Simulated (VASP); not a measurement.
Wanted: the native input for a VASP 6.6.1 run.

```
Task                   : relaxation of cell and atoms
Functional             : PBE
Potentials or basis    : VASP PAW PBE potentials, release 64 (Ni, Al)
Cutoff                 : 600 eV
k mesh                 : 16 × 16 × 14
Occupations            : fermi-dirac, width 0.05 eV
Spin                   : no spin polarisation
Target pressure        : 140 GPa
Dipole correction      : no
Further INCAR settings : ALGO = Normal; EDIFF = 1e-06; IBRION = 2; EDIFFG = -0.005; NSW = 32; ISIF = 3
```

The structure of AlNi (WC type) lies in POSCAR:

```
AlNi
1.0
    2.3700701802      0.0000000000      0.0000000000
   -1.1850350901      2.0525409848      0.0000000000
    0.0000000000      0.0000000000      3.4498083463
Ni Al
1 1
Direct
    0.0000000000      0.0000000000      0.0000000000
    0.3333333333      0.6666666667      0.5000000000
```

These files were run (other wordings do the same):

INCAR

```
SYSTEM = AlNi
PREC = Accurate
ENCUT = 600
EDIFF = 1E-6
ISMEAR = -1
SIGMA = 0.05
LREAL = .FALSE.
LASPH = .TRUE.
NELM = 100
ALGO = Normal
ISIF = 3
LWAVE = .FALSE.
LCHARG = .FALSE.
GGA = PE
IBRION = 2
NSW = 32
EDIFFG = -0.005
PSTRESS = 1400.0
```

KPOINTS

```
Automatic mesh
0
G
  16 16 14
  0 0 0
```

Potentials or basis: VASP PAW PBE potentials, release 64 (Ni, Al).

Command:

```sh
$ cat potpaw_PBE.64/Ni/POTCAR potpaw_PBE.64/Al/POTCAR > POTCAR
$ mpirun -np 1 vasp_std > vasp.out
```

It gave:

```
Relaxed volume                                         : 8.39 Å³/atom
Relaxed cell                                           : a = 2.370 Å, b = 2.370 Å, c = 3.448 Å, α = 90.00°, β = 90.00°, γ = 120.00°
Space group after relaxing (to 0.05 Å)                 : P-6m2 (No. 187)
Energy change on relaxing (the enthalpy is what falls) : +1.1 meV/atom
Ionic steps                                            : 5
Pressure after relaxing                                : 140.0 GPa
```

Caveat: the cell is relaxed towards a set pressure, so the enthalpy falls and the energy may rise.

Wall time 89 s on 1 thread of Intel(R) Xeon(R) Platinum 8488C (Sapphire Rapids) (shared host), peak memory 0.18 GiB.
